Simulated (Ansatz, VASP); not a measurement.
**One calculation of CaZnInC6N6, two programs**

The input INCAR:

```
SYSTEM = CaZnInC6N6
  ALGO = Normal
  EDIFF = 1E-6
  ENCUT = 600
  GGA = PE
  GGA_COMPAT = .FALSE.
  ISIF = 2
  ISMEAR = 0
  ISPIN = 2
  LASPH = .TRUE.
  LCHARG = .TRUE.
  LELF = .TRUE.
  LORBIT = 11
  LREAL = .FALSE.
  LVHAR = .TRUE.
  LWAVE = .FALSE.
  MAGMOM = 0 0 0 1 1 1 1 1 1 1 1 1 1 1 1
  NBANDS = 62
  NELM = 200
  PREC = Accurate
  SIGMA = 0.1
```

File KPOINTS:

```
k-points
0
G
  4 4 4
  0 0 0
```

The input POSCAR:

```
CaZnInC6N6
1.0
    0.0000000000      5.1785000000      5.1785000000
    5.1785000000      0.0000000000      5.1785000000
    5.1785000000      5.1785000000      0.0000000000
Ca Zn In C N
1 1 1 6 6
Direct
    0.7500000000      0.7500000000      0.7500000000
    0.5000000000      0.5000000000      0.5000000000
    0.0000000000      0.0000000000      0.0000000000
    0.8067973400      0.1932026600      0.1932026600
    0.1932026600      0.1932026600      0.8067973400
    0.8067973400      0.1932026600      0.8067973400
    0.1932026600      0.8067973400      0.8067973400
    0.8067973400      0.8067973400      0.1932026600
    0.1932026600      0.8067973400      0.1932026600
    0.6938302600      0.3061697400      0.3061697400
    0.3061697400      0.3061697400      0.6938302600
    0.6938302600      0.3061697400      0.6938302600
    0.3061697400      0.6938302600      0.6938302600
    0.6938302600      0.6938302600      0.3061697400
    0.3061697400      0.6938302600      0.3061697400
```

Input for Ansatz:

```yaml
crystal:
  lattice:
    - [0.0, 5.1785, 5.1785]
    - [5.1785, 0.0, 5.1785]
    - [5.1785, 5.1785, 0.0]
  atoms:
    - { symbol: Ca, position: [0.75, 0.75, 0.75] }
    - { symbol: Zn, position: [0.5, 0.5, 0.5] }
    - { symbol: In, position: [0.0, 0.0, 0.0] }
    - { symbol: C, position: [0.80679734, 0.19320266, 0.19320266], spin: 1.0 }
    - { symbol: C, position: [0.19320266, 0.19320266, 0.80679734], spin: 1.0 }
    - { symbol: C, position: [0.80679734, 0.19320266, 0.80679734], spin: 1.0 }
    - { symbol: C, position: [0.19320266, 0.80679734, 0.80679734], spin: 1.0 }
    - { symbol: C, position: [0.80679734, 0.80679734, 0.19320266], spin: 1.0 }
    - { symbol: C, position: [0.19320266, 0.80679734, 0.19320266], spin: 1.0 }
    - { symbol: "N", position: [0.69383026, 0.30616974, 0.30616974], spin: 1.0 }
    - { symbol: "N", position: [0.30616974, 0.30616974, 0.69383026], spin: 1.0 }
    - { symbol: "N", position: [0.69383026, 0.30616974, 0.69383026], spin: 1.0 }
    - { symbol: "N", position: [0.30616974, 0.69383026, 0.69383026], spin: 1.0 }
    - { symbol: "N", position: [0.69383026, 0.69383026, 0.30616974], spin: 1.0 }
    - { symbol: "N", position: [0.30616974, 0.69383026, 0.30616974], spin: 1.0 }
basis:
  ecutwfc: 420
kpoints:
  mp_grid: { grid: [4, 4, 4] }
hamiltonian:
  xc: pbe
scf:
  occupations: { method: gaussian, width: 0.1 }
  lower_state_search: "off"
output:
  forces: true
  stress: true
  eigenvalues: true
  populations: true
magnetization:
  spin_polarized: true
```

Alike in both runs: task single point; functional PBE; k mesh 4 × 4 × 4; occupations gaussian, width 0.1 eV; collinear spin.

```csv
,VASP,Ansatz
version,VASP 6.6.1,Ansatz 0.2.0
potentials or method,"VASP PAW PBE potentials, release 64 (Ca_sv, Zn, In_d, C, N), cutoff 600 eV","scalar-relativistic, plane waves, PAW"
valence electrons in the cell,89,89
```

Ansatz gave:

| Item | Value |
| --- | --- |
| gap on the k mesh at the Fermi level (eV) | none |
| pressure (GPa) | 16.7 |
| rms of the force components (eV/Å) | 2.213 |
| net moment per atom (μB) | 0.04 |
| size of the moment on the site where the two differ most (μB) | 0.27 |

**Question.** Which values does VASP return?

**Answer.** gap on the k mesh at the Fermi level (eV): none; pressure (GPa): 17.0; rms of the force components (eV/Å): 2.048; net moment per atom (μB): 0.05; size of the moment on the site where the two differ most (μB): 0.12.

Site moments also hang on the region over which each program counts them. Atom by atom the forces differ by 0.185 eV/Å (rms over components). A gap of «none» marks a metal or a gap that the smearing closes. Ansatz's warnings: seeded moment not kept.

Noted on VASP's run: the standard files for N, O and F lose accuracy on very short bonds.
